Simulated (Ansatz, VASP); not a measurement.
## Y in VASP and in Ansatz

The input POSCAR:

```
Y
1.0
    0.0000000000      2.3856000000      2.5844000000
    2.3856000000      0.0000000000      2.5844000000
    2.3856000000      2.3856000000      0.0000000000
Y
1
Direct
    0.0000000000      0.0000000000      0.0000000000
```

INCAR.step1

```
  ALGO = Normal
  EDIFF = 1E-4
  ENCUT = 520
  GGA = PE
  ISMEAR = 0
  LASPH = True
  LCHARG = False
  LREAL = False
  LWAVE = True
  NBANDS = 12
  NELM = 60
  PREC = Accurate
  SIGMA = 0.15
```

Contents of INCAR.step2:

```
  ALGO = Normal
  EDIFF = 1E-6
  ENCUT = 520
  ISIF = 2
  ISMEAR = 0
  ISTART = 1
  LASPH = True
  LCHARG = False
  LMIXTAU = True
  LREAL = False
  LWAVE = False
  METAGGA = R2SCAN
  NBANDS = 12
  NELM = 60
  PREC = Accurate
  SIGMA = 0.15
```

File KPOINTS:

```
k-points
0
Gamma
  16 16 16
```

Input for Ansatz:

```yaml
crystal:
  lattice:
    - [0.0, 2.3856, 2.5844]
    - [2.3856, 0.0, 2.5844]
    - [2.3856, 2.3856, 0.0]
  atoms:
    - { symbol: "Y", position: [0.0, 0.0, 0.0] }
basis:
  ecutwfc: 500
kpoints:
  mp_grid: { grid: [16, 16, 16] }
hamiltonian:
  xc: r2scan
scf:
  occupations: { method: gaussian, width: 0.15 }
output:
  forces: true
  stress: true
  eigenvalues: true
```

Change from the starting cell: strain -0.040 along x and y, +0.040 along z, atoms carried along.

Alike in both runs: task single point; functional r2SCAN; k mesh 16 × 16 × 16; occupations gaussian, width 0.15 eV; no spin polarisation.

|  | VASP | Ansatz |
| --- | --- | --- |
| version | VASP 6.6.1 | Ansatz 0.2.0 |
| potentials or method | VASP PAW PBE potentials, release 64 (Y_sv), cutoff 520 eV | scalar-relativistic, plane waves, PAW |
| valence electrons in the cell | 11 | 11 |

VASP gave:

* gap on the k mesh at the Fermi level (eV): none
* pressure (GPa): 5.5
* traceless stress, the component that is largest in VASP (GPa): -1.04

Which values does Ansatz return?

gap on the k mesh at the Fermi level (eV): none; pressure (GPa): 5.4; traceless stress, the component that is largest in VASP (GPa): -1.05.

VASP's potentials were made for PBE, not for r2SCAN. A gap of «none» marks a metal or a gap that the smearing closes.
